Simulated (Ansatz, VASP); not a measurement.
## One calculation of Lu, two programs

File INCAR:

```
ALGO = Normal
EDIFF = 1E-6
ENCUT = 520
GGA = PS
ISIF = 2
ISMEAR = -1
LASPH = True
LCHARG = True
LELF = True
LREAL = False
LVHAR = True
LWAVE = False
NBANDS = 18
NELM = 80
PREC = Accurate
SIGMA = 0.1
```

KPOINTS

```
k-points
0
Gamma
  11 11 11
```

Contents of POSCAR:

```
Lu
1.0
    2.9966815296      0.0000000000      0.0000000000
    0.0000000000      2.9966815296      0.0000000000
    0.0000000000      0.0000000000      2.9966815296
Lu
1
Direct
    0.0000000000      0.0000000000      0.0000000000
```

Input for Ansatz:

```yaml
crystal:
  lattice:
    - [2.9966815296, 0.0, 0.0]
    - [0.0, 2.9966815296, 0.0]
    - [0.0, 0.0, 2.9966815296]
  atoms:
    - { symbol: Lu, position: [0.0, 0.0, 0.0] }
hamiltonian:
  xc: pbesol
  pseudopotentials:
    kind: paw
    azcp:
      Lu: "pseudopotentials/Lu.paw.azcp"
basis:
  ecutwfc: 420
  fft_grid_basis: typed
kpoints:
  mp_grid: { grid: [11, 11, 11], shift: [0, 0, 0] }
magnetization:
  spin_polarized: false
scf:
  occupations: { method: fermi_dirac, width: 0.1 }
  lower_state_search: "off"
output:
  stress: true
  write_density: true
  write_potential: true
  elf: true
  volumetric_format: npy
```

Alike in both runs: task single point; functional PBEsol; k mesh 11 × 11 × 11; occupations fermi-dirac, width 0.1 eV; no spin polarisation.

```csv
,VASP,Ansatz
version,VASP 6.6.1,Ansatz 0.2.0
potentials or method,"VASP PAW PBE potentials, release 64 (Lu), cutoff 520 eV","plane waves (420 eV) with PAW, scalar-relativistic"
valence electrons in the cell,25,25
```

VASP gave:

- pressure (GPa): 5.1

**Question.** What did Ansatz give for the same quantities?

**Answer.** Pressure (GPa): 4.9.

VASP's potentials were made for PBE, not for PBEsol, and Ansatz warns of the same on its side. With one functional, cell and mesh, what is left measures potentials, basis and numerics.

Spin-orbit coupling is off throughout.
